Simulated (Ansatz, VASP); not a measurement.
## Al2Cu in VASP and in Ansatz

```
Al Cu
1.0
    -3.00815    3.00815    2.39612
     3.00815   -3.00815    2.39612
     3.00815    3.00815   -2.39612
Al Cu
4 2
Direct
  0.65858 0.15858 0.81715
  0.15858 0.34142 0.50000
  0.34142 0.84142 0.18285
  0.84142 0.65858 0.50000
  0.25000 0.25000 0.00000
  0.75000 0.75000 0.00000
```

Alike in both runs: functional PBEsol; k mesh 8 × 8 × 8; occupations fermi-dirac, width 0.1 eV; no spin polarisation.

Ansatz relaxed the structure, and its values are those at the end. VASP's run is a single point on that final structure, the one shown.

```csv
,VASP,Ansatz
version,VASP 6.6.1,Ansatz 0.2.0
potentials or method,"VASP PAW PBE potentials, release 64 (Al, Cu), cutoff 520 eV",PAW plane waves
valence electrons in the cell,34,50
```

Ansatz gave:

```
gap on the k mesh at the Fermi level (eV) : none
pressure (GPa)                            : 0.0
```

Question: Estimate VASP's values.

Answer: gap on the k mesh at the Fermi level (eV): none; pressure (GPa): 0.3.

VASP's potentials were made for PBE, not for PBEsol, and Ansatz warns of the same on its side. A gap of «none» marks a metal or a gap that the smearing closes. VASP's potentials hold 34 valence electrons a cell and Ansatz's 50, so a difference there can come from the potentials and not from the codes.
